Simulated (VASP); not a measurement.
# VH (Pm-3m) in VASP: notebook

Runs on VH. Level: PBEsol. Tasks: single point, relaxation of cell and atoms.

Everything below comes from runs of VASP 6.6.1. Logs are shortened: lines on timing, memory, paths and dates and some standing lists are left out, and cuts for length are marked.

## Step 1: The cell of the first run

The structure is cubic, space group Pm-3m (No. 221). The conventional cell has a = 2.483 Å, b = 2.483 Å, c = 2.483 Å, α = 90.00°, β = 90.00°, γ = 90.00°. Within 2.8 Å of V (site symmetry m-3m) lie 8 H at 2.15 Å and 6 V at 2.48 Å. H (site symmetry m-3m) has 8 V at 2.15 Å and 6 H at 2.48 Å within 2.8 Å.

## Step 2: Single point, PBEsol, collinear spin, ferromagnetic start

INCAR reads:

```
SYSTEM = VH
  PREC = Accurate
  ENCUT = 520
  EDIFF = 1E-6
  ISMEAR = 1
  SIGMA = 0.1
  LREAL = .False.
  LASPH = .True.
  NELM = 150
  ALGO = Normal
  ISIF = 2
  LWAVE = .False.
  LCHARG = .False.
  ISPIN = 2
  MAGMOM = 1.5 0
  LORBIT = 11
  LMAXMIX = 4
  GGA = PS
  NBANDS = 18
```

KPOINTS reads:

```
Automatic mesh
0
Gamma
  9 9 9
  0 0 0
```

POSCAR reads:

```
VH
1.0
    2.4830463796      0.0000000000      0.0000000000
    0.0000000000      2.4830463796      0.0000000000
    0.0000000000      0.0000000000      2.4830463796
V H
1 1
Direct
    0.0000000000      0.0000000000      0.0000000000
    0.5000000000      0.5000000000      0.5000000000
```

Potentials or basis: VASP PAW PBE potentials, release 64 (V_sv, H).

The run is started by

```
$ cat potpaw_PBE.64/V_sv/POTCAR potpaw_PBE.64/H/POTCAR > POTCAR
$ mpirun -np 1 vasp_std > vasp.out
```

OUTCAR:

```text
SYSTEM = VH
   PREC = Accurate
   ENCUT = 520
   EDIFF = 1E-6
   ISMEAR = 1
   LREAL = .False.
   LASPH = .True.
   NELM = 150
   ISIF = 2
   ISPIN = 2
   LORBIT = 11
   GGA = PS

 ion  position               nearest neighbor table
   1  0.000  0.000  0.000-
   2  0.500  0.500  0.500-

  LATTYP: Found a simple cubic cell.
 ALAT       =     2.4830463796

  Lattice vectors:

 A1 = (   2.4830463796,   0.0000000000,   0.0000000000)
 A2 = (   0.0000000000,   2.4830463796,   0.0000000000)
 A3 = (   0.0000000000,   0.0000000000,   2.4830463796)

Analysis of symmetry for initial positions (statically):
=====================================================================
 Subroutine PRICEL returns:
 Original cell was already a primitive cell.

 Routine SETGRP: Setting up the symmetry group for a
 simple cubic supercell.

 Subroutine GETGRP returns: Found 48 space group operations
 (whereof 48 operations were pure point group operations)
 out of a pool of 48 trial point group operations.

The static configuration has the point symmetry O_h .

Analysis of symmetry for dynamics (positions and initial velocities):
=====================================================================
 Subroutine PRICEL returns:
 Original cell was already a primitive cell.

 Routine SETGRP: Setting up the symmetry group for a
 simple cubic supercell.

 Subroutine GETGRP returns: Found 48 space group operations
 (whereof 48 operations were pure point group operations)
 out of a pool of 48 trial point group operations.

The dynamic configuration has the point symmetry O_h .

Analysis of structural, dynamic, and magnetic symmetry:
=====================================================================
 Subroutine PRICEL returns:
 Original cell was already a primitive cell.

 Routine SETGRP: Setting up the symmetry group for a
 simple cubic supercell.

 Subroutine GETGRP returns: Found 48 space group operations
 (whereof 48 operations were pure point group operations)
 out of a pool of 48 trial point group operations.

The overall configuration has the point symmetry O_h .

 Subroutine INISYM returns: Found 48 space group operations
 (whereof 48 operations are pure point group operations),
 and found     1 'primitive' translations

----------------------------------------------------------------------------------------

                                     Primitive cell

[... 106 lines left out ...]
   EFERMI_NEDOS =   21; number of points for ismear=-14 and -15
   IALGO  =     38    algorithm
   IMIX   =      4    mixing-type and parameters
     AMIX     =   0.40;   BMIX     =  1.00
     AMIX_MAG =   1.60;   BMIX_MAG =  1.00
  volume/ion in A,a.u.               =       7.65        51.66
  Fermi-wavevector in a.u.,A,eV,Ry     =   1.589032  3.002835 34.355025  2.525023
  Thomas-Fermi vector in A             =   2.687944
   LORBIT       =     11    0 simple, 1 ext, 2 COOP (PROOUT), +10 PAW based schemes
   GGA     = PS    functional components
   LHFCALC =     F    Hartree Fock is set to
   AEXX    =    0.0000 exact exchange contribution
   IVDW    =     0    specifies the selected vdW correction
   LEPSILON=     F    determine dielectric tensor
   LRPA    =     F    only Hartree local field effects (RPA)
 spin polarized calculation
 Methfessel and Paxton  Order N= 1 SIGMA  =   0.10
  energy-cutoff  :      520.00
  volume of cell :       15.31
 maximum number of plane-waves:       437
   NGX =  9   NGY =  9   NGZ =  9

 number of electron      14.0000013 magnetization      -0.0027675

 number of electron      14.0000013 magnetization       0.0005076

 Free energy of the ion-electron system (eV)
  ---------------------------------------------------
  ext. energy  EPLUGINS =         0.00000000
  ---------------------------------------------------
  free energy    TOTEN  =       -12.37448086 eV

  energy without entropy =      -12.37500347  energy(sigma->0) =      -12.37465506

 E-fermi :  10.2424     XC(G=0): -13.0173

 val. band max:       10.0786737452   @ k =   0.4444   0.3333   0.1111
 cond. band min:      10.2439335456   @ k =   0.3333   0.3333   0.1111
 fundamental gap:      0.1652598004
 Fermi energy:        10.2423796918

 spin component 1

 k-point     1 :       0.0000    0.0000    0.0000
  band No.  band energies     occupation
      1     -53.9056      1.00000
      2     -27.3487      1.00000
      3     -27.3487      1.00000
      4     -27.3487      1.00000
      5      -0.7324      1.00000
      6       7.4267      1.00000
[... 493 lines left out ...]
     17      37.2207      0.00000
     18      41.2851      0.00000

 [... further k-points ...]

 spin component 2

 k-point     1 :       0.0000    0.0000    0.0000
  band No.  band energies     occupation
      1     -53.9053      1.00000
      2     -27.3484      1.00000
      3     -27.3484      1.00000
      4     -27.3484      1.00000
      5      -0.7321      1.00000
      6       7.4271      1.00000
[... 493 lines left out ...]
     17      37.2211      0.00000
     18      41.2857      0.00000

 [... further k-points ...]
[... 5 lines left out ...]
  --------------------------------------------------------------------------------------
  -------------------------------------------------------------------------------------
  Total        0.0342062      0.0342062      0.0342062     -0.0000000     -0.0000000      0.0000000
  in kB        3.5798214      3.5798214      3.5798214     -0.0000000     -0.0000000      0.0000000
  external PRESSURE =       3.5798214 kB  Pullay stress =       0.0000000 kB

 VOLUME and BASIS-vectors are now :
 -----------------------------------------------------------------------------
  energy-cutoff  :      520.00
  volume of cell :       15.31
      direct lattice vectors                 reciprocal lattice vectors
     2.483046380  0.000000000  0.000000000     0.402731100  0.000000000  0.000000000
     0.000000000  2.483046380  0.000000000     0.000000000  0.402731100  0.000000000
     0.000000000  0.000000000  2.483046380     0.000000000  0.000000000  0.402731100

 POSITION                                       TOTAL-FORCE (eV/Angst)
 -----------------------------------------------------------------------------------
      0.00000      0.00000      0.00000         0.000000      0.000000      0.000000
      1.24152      1.24152      1.24152         0.000000      0.000000      0.000000
 -----------------------------------------------------------------------------------
    total drift:                                0.000000      0.000000     -0.000000

  FREE ENERGIE OF THE ION-ELECTRON SYSTEM (eV)
  ---------------------------------------------------
  free  energy   TOTEN  =       -12.3744808636 eV

  energy  without entropy=      -12.3750034656  energy(sigma->0) =      -12.37465506

 total charge

# of ion       s       p       d       tot
------------------------------------------
    1        2.314   6.184   3.320  11.817
    2        0.469   0.028   0.000   0.497
--------------------------------------------------
tot          2.783   6.212   3.320  12.314

 magnetization (x)

# of ion       s       p       d       tot
------------------------------------------
    1        0.000   0.000   0.000   0.000
    2       -0.000   0.000   0.000  -0.000
--------------------------------------------------
tot         -0.000   0.000   0.000   0.000
```

Run time: 15 s. Hardware: 1 thread of Oxide Virtual Turin-like, shared host; peak memory 0.09 GiB.

Results:

- Free energy: -12.3745 eV
- Pressure: 0.4 GPa
- Band gap on the k mesh: zero (filled and empty bands overlap)
- Net moment: 0.00 μB per cell
- Valence electrons inside the program's atomic spheres: V 11.82; H 0.50

Caveat: the PAW data sets were made with another functional, which shifts forces and pressure a little.

## Step 3: Relaxation of cell and atoms, PBEsol, collinear spin, ferromagnetic start

This run uses another cell than the first one, of 7.09 Å³/atom, 0.926 times its volume.

INCAR reads:

```
  PREC = Accurate
  ENCUT = 600
  EDIFF = 1E-6
  ISMEAR = 1
  SIGMA = 0.1
  LREAL = F
  LASPH = T
  NELM = 150
  ALGO = Normal
  ISIF = 3
  LWAVE = F
  LCHARG = F
  ISPIN = 2
  MAGMOM = 1.5 0
  LORBIT = 11
  LMAXMIX = 4
  GGA = PS
  IBRION = 2
  NSW = 80
  EDIFFG = -0.03
```

KPOINTS reads:

```
regular mesh
0
Gamma
  9 9 9
```

POSCAR reads:

```
VH
1.0
    2.4200000000      0.0000000000      0.0000000000
    0.0000000000      2.4200000000      0.0000000000
    0.0000000000      0.0000000000      2.4200000000
V H
1 1
Direct
    0.0000000000      0.0000000000      0.0000000000
    0.5000000000      0.5000000000      0.5000000000
```

Potentials or basis: VASP PAW PBE potentials, release 64 (V_sv, H).

The run is started by

```
$ cat potpaw_PBE.64/V_sv/POTCAR potpaw_PBE.64/H/POTCAR > POTCAR
$ mpirun -np 1 vasp_std > vasp.out
```

Wall time 32 s (1 thread of Oxide Virtual Turin-like, shared host); peak memory 0.11 GiB.

Results (log left out):

```
Free energy                                           : -12.3739 eV
Relaxed volume                                        : 7.67 Å³/atom
Relaxed cell                                          : a = 2.485 Å, b = 2.485 Å, c = 2.485 Å, α = 90.00°, β = 90.00°, γ = 90.00°
Space group after relaxing (to 0.05 Å)                : Pm-3m (No. 221)
Energy gained by relaxing                             : 29.0 meV/atom
Ionic steps                                           : 3
Pressure after relaxing                               : 0.0 GPa
Band gap on the k mesh                                : zero (filled and empty bands overlap)
Net moment                                            : 0.00 μB per cell
Valence electrons inside the program's atomic spheres : V 11.81; H 0.50
```

Step by step:
```csv
step,energy change (eV),largest force (eV/Å),pressure (GPa),volume (Å³)
1,0.0000,0.0000,16.85,14.17
2,-0.0520,0.0000,-4.50,15.76
3,-0.0581,0.0000,-0.02,15.34
```

Final structure:
```
V H
1.0
     2.48497    0.00000    0.00000
     0.00000    2.48497    0.00000
     0.00000    0.00000    2.48497
V H
1 1
Direct
  0.00000 0.00000 0.00000
  0.50000 0.50000 0.50000
```

Levels at points of the mesh, in eV from the Fermi level:
Spin up:
| k point | band 5 | band 6 | band 7 | band 8 | band 9 | band 10 |
| --- | --- | --- | --- | --- | --- | --- |
| (0.00, 0.00, 0.00) | -10.96 | -2.81 | -2.81 | 2.68 | 2.68 | 2.68 |
Spin down:
| k point | band 4 | band 5 | band 6 | band 7 | band 8 | band 9 | band 10 | band 11 |
| --- | --- | --- | --- | --- | --- | --- | --- | --- |
| (0.00, 0.00, 0.00) | -37.59 | -10.96 | -2.81 | -2.81 | 2.68 | 2.68 | 2.68 | 12.50 |

Caveat: the PAW data sets were made with another functional, which shifts forces and pressure a little.
